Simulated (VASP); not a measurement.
A run of VASP 6.6.1:

File INCAR:

```
SYSTEM = AlIr
ALGO = Normal
EDIFF = 1E-6
ENCUT = 520
GGA = PS
ISIF = 2
ISMEAR = -1
LASPH = .TRUE.
LCHARG = .TRUE.
LELF = .TRUE.
LREAL = .FALSE.
LVHAR = .TRUE.
LWAVE = .FALSE.
NBANDS = 13
NELM = 80
PREC = Accurate
SIGMA = 0.05
```

File KPOINTS:

```
k-points
0
G
  12 12 12
  0 0 0
```

POSCAR

```
AlIr
1.0
    2.7798984707      0.0000000000      0.0000000000
    0.0000000000      2.7798984707      0.0000000000
    0.0000000000      0.0000000000      2.7798984707
Al Ir
1 1
Direct
    0.0000000000      0.0000000000      0.0000000000
    0.5000000000      0.5000000000      0.5000000000
```

Potentials or basis: VASP PAW PBE potentials, release 64 (Al, Ir).

Run with:

```console
$ cat potpaw_PBE.64/Al/POTCAR potpaw_PBE.64/Ir/POTCAR > POTCAR
$ mpirun -np 1 vasp_std > vasp.out
```

Hardware: 1 thread of Intel Xeon 6975P-C, on a shared host.

How long does it take, and how much memory?

Wall time 9.7 s on 1 thread of Intel Xeon 6975P-C, on a shared host, peak memory 0.16 GiB. Counts: scf iterations 11, k points 84.
